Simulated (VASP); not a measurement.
# BaTiO3: single point with PBE+U

The system is BaTiO3.

```
Ba Ti O
1.0
     3.98526    0.00000    0.00000
     0.00000    3.98526    0.00000
     0.00000    0.00000    4.20222
Ba Ti O
1 1 3
Direct
  0.00000 0.00000 0.98930
  0.50000 0.50000 0.47205
  0.50000 0.50000 0.04088
  0.50000 0.00000 0.52038
  0.00000 0.50000 0.52038
```

* Program: VASP 6.6.1
* Task: single point
* Functional: PBE
* Potentials or basis: VASP PAW PBE potentials, release 64 (Ba_sv, Ti_sv, O)
* Cutoff: 520 eV
* k mesh: 8 × 8 × 8
* Occupations: gaussian, width 0.02 eV
* Spin: collinear spin
* Starting moments: [0.0, 1.0, 0.0, 0.0, 0.0] μB
* Hubbard terms: Ti d U = 4.0 eV

The pressure is 4.8 GPa. The largest force is 1.025 eV/Å. The band gap on the k mesh is 2.29 eV (least direct gap 2.87 eV) and the net moment is 0.00 μB per cell. The valence electrons inside the program's atomic spheres are Ba 7.97; Ti 10.13; O 5.04.

Forces in eV/Å, atoms in the order of the input:
```
Ba   0.000  0.000  0.036
Ti   0.000  0.000  1.025
O    0.000  0.000 -1.007
O    0.000  0.000 -0.027
O    0.000  0.000 -0.027
```

Stress tensor (GPa, compression positive):
```
4.51 0.00 0.00
0.00 4.51 0.00
0.00 0.00 5.47
```

Levels at points of the mesh, in eV from the valence-band top:
Spin up:
| k point | band 16 | band 17 | band 18 | band 19 | band 20 | band 21 | band 22 | band 23 | band 24 | band 25 |
| --- | --- | --- | --- | --- | --- | --- | --- | --- | --- | --- |
| (0.00, 0.00, 0.00) | -1.69 | -1.35 | -0.95 | -0.58 | -0.58 | 2.29 | 2.79 | 2.79 | 4.07 | 4.17 |
| (0.50, 0.00, 0.00) | -2.01 | -1.88 | -1.70 | -1.59 | -1.38 | 2.90 | 3.88 | 3.93 | 4.04 | 5.45 |
| (0.50, 0.50, 0.00) | -2.93 | -2.16 | -1.17 | -1.17 | -0.06 | 3.98 | 3.98 | 4.01 | 4.39 | 7.39 |
| (0.00, 0.00, 0.50) | -2.10 | -2.10 | -2.02 | -0.80 | -0.80 | 2.44 | 3.84 | 3.84 | 4.08 | 5.76 |
| (0.50, 0.00, 0.50) | -2.54 | -2.00 | -1.21 | -1.11 | -0.52 | 3.86 | 3.94 | 4.13 | 4.78 | 6.95 |
| (0.50, 0.50, 0.50) | -2.55 | -2.55 | -0.46 | -0.46 | 0.00 | 4.37 | 4.37 | 4.53 | 5.85 | 6.29 |
Spin down:
| k point | band 17 | band 18 | band 19 | band 20 | band 21 | band 22 | band 23 | band 24 |
| --- | --- | --- | --- | --- | --- | --- | --- | --- |
| (0.00, 0.00, 0.00) | -1.35 | -0.95 | -0.58 | -0.58 | 2.29 | 2.79 | 2.79 | 4.07 |
| (0.50, 0.00, 0.00) | -1.88 | -1.70 | -1.59 | -1.38 | 2.90 | 3.88 | 3.93 | 4.04 |
| (0.50, 0.50, 0.00) | -2.16 | -1.17 | -1.17 | -0.06 | 3.98 | 3.98 | 4.01 | 4.39 |
| (0.00, 0.00, 0.50) | -2.10 | -2.02 | -0.80 | -0.80 | 2.44 | 3.84 | 3.84 | 4.08 |
| (0.50, 0.00, 0.50) | -2.00 | -1.21 | -1.11 | -0.52 | 3.86 | 3.94 | 4.13 | 4.78 |
| (0.50, 0.50, 0.50) | -2.55 | -0.46 | -0.46 | 0.00 | 4.37 | 4.37 | 4.53 | 5.85 |

Eigenvalues of the final occupation matrices:
| site | spin | trace | eigenvalues |
| --- | --- | --- | --- |
| site 2 d | 1 | 0.82 | 0.10 0.12 0.12 0.23 0.26 |
| site 2 d | 2 | 0.82 | 0.10 0.12 0.12 0.23 0.26 |

It took 4.6 min on 1 thread of Oxide Virtual Turin-like Processor, on a shared host, peak memory 0.34 GiB.

Caveat: the cell stands under pressure; spin-orbit coupling is left out, which moves the levels of the heavy elements; forces of over 1 eV/Å act on the atoms, so gaps and moduli don't describe the material at rest. A k mesh can miss the band edges.
